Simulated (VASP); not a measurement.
# Na2ZnSb (Cmcm) in VASP: further runs

The runs below take Na2ZnSb through single point, with r2SCAN.

Everything below comes from runs of VASP 6.6.1. Logs are shortened: lines on timing, memory, paths and dates and some standing lists are left out, and cuts for length are marked.

**1. The cell of the first run**

It takes space group Cmcm (No. 63, orthorhombic). The conventional cell has a = 9.700 Å, b = 7.829 Å, c = 5.804 Å, α = 90.00°, β = 90.00°, γ = 90.00°. Within 3.5 Å of Sb (site symmetry m2m) lie 2 Zn at 2.55 Å and 8 Na at 3.31 to 3.44 Å. Zn (site symmetry 2/m) has 2 Sb at 2.55 Å and 2 Zn at 2.90 Å within 3.4 Å. Na (site symmetry m) has 4 Sb at 3.31 to 3.44 Å and 7 Na at 3.39 to 4.18 Å and 4 Zn at 3.59 to 3.64 Å within 4.4 Å.

**2. Single point, r2SCAN**

The input, POSCAR:

```
Na2ZnSb
1.0
    4.8498220000      3.9147000000      0.0000000000
    4.8498220000     -3.9147000000      0.0000000000
    0.0000000000      0.0000000000     -5.8038310000
Sb Zn Na
2 2 4
Direct
    0.7685800000      0.2314200000      0.7500000000
    0.2314200000      0.7685800000      0.2500000000
    0.5000000000      0.5000000000      0.0000000000
    0.5000000000      0.5000000000      0.5000000000
    0.3153400000      0.0342400000      0.7500000000
    0.6846600000      0.9657600000      0.2500000000
    0.0342400000      0.3153400000      0.2500000000
    0.9657600000      0.6846600000      0.7500000000
```

The input, INCAR.step1:

```
PREC = Accurate ; ENCUT = 520
ISMEAR = -1 ; SIGMA = 0.1
LREAL = F ; LASPH = T
NELM = 60 ; NBANDS = 41
GGA = PE ; ALGO = Normal
EDIFF = 1E-4 ; LWAVE = T
LCHARG = F
```

The input, INCAR.step2:

```
PREC = Accurate ; ENCUT = 520
EDIFF = 1E-6 ; ISMEAR = -1
SIGMA = 0.1 ; LREAL = F
LASPH = T ; NELM = 60
ALGO = Normal ; ISIF = 2
LWAVE = F ; LCHARG = T
METAGGA = R2SCAN ; LMIXTAU = T
LELF = T ; LVHAR = T
NBANDS = 41 ; ISTART = 1
```

The input, KPOINTS:

```
Automatic mesh
0
Gamma
  3 3 3
```

Potentials or basis: VASP PAW PBE potentials, release 64 (Sb, Zn, Na_pv).

On the command line:

```console
$ cat potpaw_PBE.64/Sb/POTCAR potpaw_PBE.64/Zn/POTCAR potpaw_PBE.64/Na_pv/POTCAR > POTCAR
$ cp INCAR.step1 INCAR
$ mpirun -np 1 vasp_std > vasp.out
$ cp INCAR.step2 INCAR
$ mpirun -np 1 vasp_std > vasp.out
```

OUTCAR:

```text
PREC = Accurate
   ENCUT = 520
   EDIFF = 1E-6
   ISMEAR = -1
   LREAL = F
   LASPH = T
   NELM = 60
   ISIF = 2
   METAGGA = R2SCAN
   ISTART = 1

 ion  position               nearest neighbor table
   1  0.769  0.231  0.750-   3 2.55   4 2.55
   2  0.231  0.769  0.250-   3 2.55   4 2.55
   3  0.500  0.500  0.000-   1 2.55   2 2.55   4 2.90   4 2.90
   4  0.500  0.500  0.500-   1 2.55   2 2.55   3 2.90   3 2.90
   5  0.315  0.034  0.750-
   6  0.685  0.966  0.250-
   7  0.034  0.315  0.250-
   8  0.966  0.685  0.750-

  LATTYP: Found a base centered orthorhombic cell.
 ALAT       =     7.8294000000
 B/A-ratio  =     1.2388744987
 C/A-ratio  =     0.7412868164

  Lattice vectors:

 A1 = (  -4.8498220000,   3.9147000000,   0.0000000000)
 A2 = (   4.8498220000,   3.9147000000,   0.0000000000)
 A3 = (   0.0000000000,   0.0000000000,  -5.8038310000)

Analysis of symmetry for initial positions (statically):
=====================================================================
 Subroutine PRICEL returns:
 Original cell was already a primitive cell.

 Routine SETGRP: Setting up the symmetry group for a
 base centered orthorhombic supercell.

 Subroutine GETGRP returns: Found  8 space group operations
 (whereof  4 operations were pure point group operations)
 out of a pool of  8 trial point group operations.

The static configuration has the point symmetry C_2h.
 The point group associated with its full space group is D_2h.

Analysis of symmetry for dynamics (positions and initial velocities):
=====================================================================
 Subroutine PRICEL returns:
 Original cell was already a primitive cell.

 Routine SETGRP: Setting up the symmetry group for a
 base centered orthorhombic supercell.

 Subroutine GETGRP returns: Found  8 space group operations
 (whereof  4 operations were pure point group operations)
 out of a pool of  8 trial point group operations.

The dynamic configuration has the point symmetry C_2h.
 The point group associated with its full space group is D_2h.

 Subroutine INISYM returns: Found  8 space group operations
 (whereof  4 operations are pure point group operations),
 and found     1 'primitive' translations

----------------------------------------------------------------------------------------

                                     Primitive cell

  volume of cell :     220.3784

  direct lattice vectors                    reciprocal lattice vectors
     4.849822000  3.914700000  0.000000000     0.103096567  0.127723708  0.000000000
     4.849822000 -3.914700000  0.000000000     0.103096567 -0.127723708  0.000000000
     0.000000000  0.000000000 -5.803831000     0.000000000  0.000000000 -0.172299986

  length of vectors
     6.232627818  6.232627818  5.803831000     0.164140939  0.164140939  0.172299986

  position of ions in fractional coordinates (direct lattice)
     0.768580000  0.231420000  0.750000000
     0.231420000  0.768580000  0.250000000
     0.500000000  0.500000000  0.000000000
     0.500000000  0.500000000  0.500000000
     0.315340000  0.034240000  0.750000000
     0.684660000  0.965760000  0.250000000
     0.034240000  0.315340000  0.250000000
     0.965760000  0.684660000  0.750000000

  ion indices of the primitive-cell ions
   primitive index   ion index
                 1           1
                 2           2
                 3           3
                 4           4
                 5           5
                 6           6
                 7           7
                 8           8

----------------------------------------------------------------------------------------

 KPOINTS: Automatic mesh

Automatic generation of k-mesh.
 Grid dimensions read from file:
 generate k-points for:    3    3    3

 Generating k-lattice:

  Cartesian coordinates                     Fractional coordinates (reciprocal lattice)
     0.034365522  0.042574569  0.000000000     0.333333333  0.000000000  0.000000000
     0.034365522 -0.042574569  0.000000000     0.000000000  0.333333333  0.000000000
     0.000000000  0.000000000 -0.057433329     0.000000000  0.000000000  0.333333333

  Length of vectors
     0.054713646  0.054713646  0.057433329

  Shift w.r.t. Gamma in fractional coordinates (k-lattice)
     0.000000000  0.000000000  0.000000000

 Subroutine IBZKPT returns following result:
 ===========================================

 Found      8 irreducible k-points:

 Following reciprocal coordinates:
            Coordinates               Weight
  0.000000  0.000000  0.000000      1.000000
  0.333333 -0.000000  0.000000      4.000000
  0.333333  0.333333  0.000000      2.000000
 -0.333333  0.333333  0.000000      2.000000
  0.000000  0.000000  0.333333      2.000000
  0.333333 -0.000000  0.333333      8.000000
  0.333333  0.333333  0.333333      4.000000
 -0.333333  0.333333  0.333333      4.000000
   k-points           NKPTS =      8   k-points in BZ     NKDIM =      8   number of bands    NBANDS=     41
   number of dos      NEDOS =    301   number of ions     NIONS =      8
   total plane-waves  NPLWV = 110592
   dimension x,y,z NGX =    48 NGY =   48 NGZ =   48
   dimension x,y,z NGXF=    96 NGYF=   96 NGZF=   96
   ions per type =               2   2   4
   NGX,Y,Z   is equivalent  to a cutoff of  12.80, 12.80, 13.75 a.u.
   NGXF,Y,Z  is equivalent  to a cutoff of  25.61, 25.61, 27.50 a.u.
 SYSTEM =  unknown system
   PREC   = accura    normal or accurate (medium, high low for compatibility)
   ISTART =      1    job   : 0-new  1-cont  2-samecut
   ICHARG =      0    charge: 1-file 2-atom 10-const
   ISPIN  =      1    spin polarized calculation?
   LNONCOLLINEAR =      F non collinear calculations
   LSORBIT =      F    spin-orbit coupling
   LASPH  =      T    aspherical Exc in radial PAW
   ENCUT  =  520.0 eV  38.22 Ry    6.18 a.u.  11.59 11.59 10.79*2*pi/ulx,y,z
   NELM   =     60;   NELMIN=  2; NELMDL=  0     # of ELM steps
   EDIFF  = 0.1E-05   stopping-criterion for ELM
   LREAL  =      F    real-space projection
   EDIFFG = 0.1E-04   stopping-criterion for IOM
   NSW    =      0    number of steps for IOM
   IBRION =     -1    ionic relax: 0-MD 1-quasi-New 2-CG
   NFREE  =      0    steps in history (QN), initial steepest desc. (CG)
   ISIF   =      2    stress and relaxation
   ISYM   =      2    0-nonsym 1-usesym 2-fastsym
   POTIM  = 0.5000    time-step for ionic-motion
   TEBEG  =    0.0;   TEEND  =   0.0 temperature during run
   PSTRESS=    0.0 pullay stress
   NELECT =      62.0000    total number of electrons
   NUPDOWN=      -1.0000    fix difference up-down
   EMIN   =  10.00;   EMAX   =-10.00  energy-range for DOS
   EFERMI =   0.00;   METHOD = LEGACY
   ISMEAR =    -1;   SIGMA  =   0.10  broadening in eV -4-tet -1-fermi 0-gaus
   EFERMI_NEDOS =   21; number of points for ismear=-14 and -15
   IALGO  =     38    algorithm
   IMIX   =      4    mixing-type and parameters
     AMIX     =   0.40;   BMIX     =  1.00
     AMIX_MAG =   1.60;   BMIX_MAG =  1.00
  volume/ion in A,a.u.               =      27.55       185.90
  Fermi-wavevector in a.u.,A,eV,Ry     =   1.072710  2.027128 15.656319  1.150707
  Thomas-Fermi vector in A             =   2.208488
   LORBIT       =      0    0 simple, 1 ext, 2 COOP (PROOUT), +10 PAW based schemes
   METAGGA = R2SCAN    functional components
   LHFCALC =     F    Hartree Fock is set to
   AEXX    =    0.0000 exact exchange contribution
   IVDW    =     0    specifies the selected vdW correction
   LEPSILON=     F    determine dielectric tensor
   LRPA    =     F    only Hartree local field effects (RPA)
 non-spin polarized calculation
  energy-cutoff  :      520.00
  volume of cell :      220.38
 maximum number of plane-waves:      5966
 NGX is ok and might be reduce to    48
   NGX = 23   NGY = 23   NGZ = 21

 number of electron      61.9999985 magnetization

 Free energy of the ion-electron system (eV)
  ---------------------------------------------------
  ext. energy  EPLUGINS =         0.00000000
  ---------------------------------------------------
  free energy    TOTEN  =       -85.65403794 eV

  energy without entropy =      -85.56733363  energy(sigma->0) =      -85.61068579

 E-fermi :   3.2025     XC(G=0):  -8.6864

 val. band max:        3.0676272718   @ k =   0.3333   0.3333   0.0000
 cond. band min:       3.2220347129   @ k =  -0.3333   0.3333   0.3333
 fundamental gap:      0.1544074411
 Fermi energy:         3.2025019553

 k-point     1 :       0.0000    0.0000    0.0000
  band No.  band energies     occupation
      1     -23.3209      2.00000
      2     -23.3103      2.00000
      3     -23.3066      2.00000
      4     -23.3054      2.00000
      5     -23.3042      2.00000
      6     -23.2952      2.00000
[... 33 lines left out ...]
     40       7.5755      0.00000
     41       7.7583      0.00000

 k-point     2 :       0.3333   -0.0000    0.0000
  band No.  band energies     occupation
      1     -23.3185      2.00000
      2     -23.3119      2.00000
      3     -23.3101      2.00000
      4     -23.3067      2.00000
      5     -23.2994      2.00000
      6     -23.2961      2.00000
[... 33 lines left out ...]
     40       7.0958      0.00000
     41       7.4067      0.00000

 k-point     3 :       0.3333    0.3333    0.0000
  band No.  band energies     occupation
      1     -23.3188      2.00000
      2     -23.3097      2.00000
      3     -23.3075      2.00000
      4     -23.3071      2.00000
      5     -23.3062      2.00000
      6     -23.2969      2.00000
[... 171 lines left out ...]
      2     -23.3132      2.00000
      3     -23.3129      2.00000
      4     -23.3080      2.00000
      5     -23.3053      2.00000
      6     -23.3002      2.00000
[... 33 lines left out ...]
     40       8.1644      0.00000
     41       8.2981      0.00000

 k-point     8 :      -0.3333    0.3333    0.3333
  band No.  band energies     occupation
      1     -23.3161      2.00000
      2     -23.3122      2.00000
      3     -23.3114      2.00000
      4     -23.3073      2.00000
      5     -23.3048      2.00000
      6     -23.3020      2.00000
[... 33 lines left out ...]
     40       8.0043      0.00000
     41       8.1447      0.00000

------------------------ aborting loop because EDIFF is reached ----------------------------------------

  FORCE on cell =-STRESS in cart. coord.  units (eV):
  Direction    XX          YY          ZZ          XY          YZ          ZX
  --------------------------------------------------------------------------------------
  -------------------------------------------------------------------------------------
  Total       -2.5162289      2.5703699     -1.8331947      0.0000000      0.0000000      0.0000000
  in kB      -18.2932845     18.6868958    -13.3275441      0.0000000      0.0000000      0.0000000
  external PRESSURE =      -4.3113109 kB  Pullay stress =       0.0000000 kB

 VOLUME and BASIS-vectors are now :
 -----------------------------------------------------------------------------
  energy-cutoff  :      520.00
  volume of cell :      220.38
      direct lattice vectors                 reciprocal lattice vectors
     4.849822000  3.914700000  0.000000000     0.103096567  0.127723708  0.000000000
     4.849822000 -3.914700000  0.000000000     0.103096567 -0.127723708  0.000000000
     0.000000000  0.000000000 -5.803831000     0.000000000  0.000000000 -0.172299986

 POSITION                                       TOTAL-FORCE (eV/Angst)
 -----------------------------------------------------------------------------------
      4.84982      2.10282     -4.35287        -0.000000      1.017569      0.000000
      4.84982     -2.10282     -1.45096        -0.000000     -1.017569      0.000000
      4.84982      0.00000      0.00000        -0.000000      0.000000      0.000000
      4.84982      0.00000     -2.90192        -0.000000      0.000000      0.000000
      1.69540      1.10042     -4.35287         0.043664      0.093384      0.000000
      8.00424     -1.10042     -1.45096        -0.043664     -0.093384     -0.000000
      1.69540     -1.10042     -1.45096         0.043664     -0.093384      0.000000
      8.00424      1.10042     -4.35287        -0.043664      0.093384      0.000000
 -----------------------------------------------------------------------------------
    total drift:                               -0.000000      0.000000      0.000000

  FREE ENERGIE OF THE ION-ELECTRON SYSTEM (eV)
  ---------------------------------------------------
  free  energy   TOTEN  =       -85.6540379428 eV

  energy  without entropy=      -85.5673336301  energy(sigma->0) =      -85.61068579
```

Wall time 3 min (1 thread of AMD EPYC 9R45 (Zen 5), shared host); peak memory 0.37 GiB.

What came out:

* Free energy: -85.6540 eV
* Pressure: -0.4 GPa
* Largest force: 1.018 eV/Å
* Band gap on the k mesh: zero (bands 31 and 32 overlap by 1.46 eV)

Forces in eV/Å, atoms in the order of the input:
```
Sb   0.000  1.018  0.000
Sb   0.000 -1.018  0.000
Zn   0.000  0.000  0.000
Zn   0.000  0.000  0.000
Na   0.044  0.093  0.000
Na  -0.044 -0.093  0.000
Na   0.044 -0.093  0.000
Na  -0.044  0.093  0.000
```

Caveat: the k points lie up to 0.36 Å⁻¹ apart, too coarse for converged energies and pressures of a metal; the PAW data sets were made with another functional, which shifts forces and pressure a little; spin-orbit coupling is left out, which moves the levels of the heavy elements.

**3. Single point, r2SCAN**

POSCAR is that of step 2.

The input, INCAR.step1:

```
SYSTEM = Na2ZnSb
  PREC = Accurate
  ENCUT = 520
  ISMEAR = -1
  SIGMA = 0.1
  LREAL = .FALSE.
  LASPH = .TRUE.
  NELM = 80
  NBANDS = 41
  GGA = PE
  ALGO = Normal
  EDIFF = 1E-4
  LWAVE = .TRUE.
  LCHARG = .FALSE.
```

The input, INCAR.step2:

```
SYSTEM = Na2ZnSb
  PREC = Accurate
  ENCUT = 520
  EDIFF = 1E-6
  ISMEAR = -1
  SIGMA = 0.1
  LREAL = .FALSE.
  LASPH = .TRUE.
  NELM = 80
  ALGO = Normal
  ISIF = 2
  LWAVE = .FALSE.
  LCHARG = .TRUE.
  METAGGA = R2SCAN
  LMIXTAU = .TRUE.
  LELF = .TRUE.
  LVHAR = .TRUE.
  NBANDS = 41
  ISTART = 1
```

The input, KPOINTS:

```
regular mesh
0
G
  3 3 3
  0 0 0
```

Potentials or basis: VASP PAW PBE potentials, release 64 (Sb, Zn, Na_pv).

On the command line:

```console
$ cat potpaw_PBE.64/Sb/POTCAR potpaw_PBE.64/Zn/POTCAR potpaw_PBE.64/Na_pv/POTCAR > POTCAR
$ cp INCAR.step1 INCAR
$ mpirun -np 1 vasp_std > vasp.out
$ cp INCAR.step2 INCAR
$ mpirun -np 1 vasp_std > vasp.out
```

Run time: 3 min. Hardware: 1 thread of AMD EPYC 9R45 (Zen 5), shared host; peak memory 0.37 GiB.

The run converged. Its results:

```
Free energy            : -85.6540 eV
Pressure               : -0.4 GPa
Largest force          : 1.018 eV/Å
Band gap on the k mesh : zero (bands 31 and 32 overlap by 1.46 eV)
```

Forces on the atoms (eV/Å):
```
Sb   0.000  1.018  0.000
Sb   0.000 -1.018  0.000
Zn   0.000  0.000  0.000
Zn   0.000  0.000  0.000
Na   0.044  0.093  0.000
Na  -0.044 -0.093  0.000
Na   0.044 -0.093  0.000
Na  -0.044  0.093  0.000
```

Stress tensor (GPa, compression positive):
```
-1.83  0.00  0.00
 0.00  1.87  0.00
 0.00  0.00 -1.33
```

Levels at points of the mesh, in eV from the Fermi level:
| k point | band 28 | band 29 | band 30 | band 31 | band 32 | band 33 | band 34 | band 35 |
| --- | --- | --- | --- | --- | --- | --- | --- | --- |
| (0.00, 0.00, 0.00) | -2.72 | -2.70 | -2.53 | -1.27 | -0.85 | -0.83 | 0.94 | 1.54 |

Caveat: the k points lie up to 0.36 Å⁻¹ apart, too coarse for converged energies and pressures of a metal; the PAW data sets were made with another functional, which shifts forces and pressure a little; spin-orbit coupling is left out, which moves the levels of the heavy elements.

**4. Single point, r2SCAN, collinear spin**

POSCAR is that of step 3.

The input, INCAR.step1:

```
PREC = Accurate
ENCUT = 520
ISMEAR = -1
SIGMA = 0.1
LREAL = F
LASPH = T
NELM = 150
ISPIN = 2
MAGMOM = 0.2 0.2 0.2 0.2 0.2 0.2 0.2 0.2
NBANDS = 45
GGA = PE
ALGO = Normal
EDIFF = 1E-4
LWAVE = T
LCHARG = F
```

The input, INCAR.step2:

```
PREC = Accurate
ENCUT = 520
EDIFF = 1E-6
ISMEAR = -1
SIGMA = 0.1
LREAL = F
LASPH = T
NELM = 150
ALGO = Normal
ISIF = 2
LWAVE = F
LCHARG = F
ISPIN = 2
MAGMOM = 0.2 0.2 0.2 0.2 0.2 0.2 0.2 0.2
LORBIT = 11
METAGGA = R2SCAN
LMIXTAU = T
NBANDS = 45
ISTART = 1
```

The input, KPOINTS:

```
regular mesh
0
Gamma
  3 3 3
```

On the command line:

```console
$ cat potpaw_PBE.64/Sb/POTCAR potpaw_PBE.64/Zn/POTCAR potpaw_PBE.64/Na_pv/POTCAR > POTCAR
$ cp INCAR.step1 INCAR
$ mpirun -np 1 vasp_std > vasp.out
$ cp INCAR.step2 INCAR
$ mpirun -np 1 vasp_std > vasp.out
```

It took 6.1 min on 1 thread of AMD EPYC 9R45 (Zen 5), shared host; peak memory 0.49 GiB.

It converged, with:

* Free energy: -85.6540 eV
* Pressure: -0.4 GPa
* Largest force: 1.018 eV/Å
* Band gap on the k mesh: zero (filled and empty bands overlap)
* Net moment: 0.00 μB per cell
* Valence electrons inside the program's atomic spheres: Sb 2.48; Zn 10.75; Na 6.03

Forces on the atoms (eV/Å):
```
Sb   0.000  1.018  0.000
Sb   0.000 -1.018  0.000
Zn   0.000  0.000  0.000
Zn   0.000  0.000  0.000
Na   0.044  0.093  0.000
Na  -0.044 -0.093  0.000
Na   0.044 -0.093  0.000
Na  -0.044  0.093  0.000
```

Stress tensor (GPa, compression positive):
```
-1.83  0.00  0.00
 0.00  1.87  0.00
 0.00  0.00 -1.33
```

Levels at points of the mesh, in eV from the Fermi level:
Spin up:
| k point | band 29 | band 30 | band 31 | band 32 | band 33 | band 34 |
| --- | --- | --- | --- | --- | --- | --- |
| (0.00, 0.00, 0.00) | -2.70 | -2.53 | -1.27 | -0.85 | -0.83 | 0.94 |
Spin down:
```tsv
k point	band 28	band 29	band 30	band 31	band 32	band 33	band 34	band 35
(0.00, 0.00, 0.00)	-2.72	-2.70	-2.53	-1.27	-0.85	-0.83	0.94	1.54
```

Caveat: the k points lie up to 0.36 Å⁻¹ apart, too coarse for converged energies and pressures of a metal; the PAW data sets were made with another functional, which shifts forces and pressure a little; spin-orbit coupling is left out, which moves the levels of the heavy elements.

The gap in the log of VASP goes by the Fermi energy; the results here count the filled bands.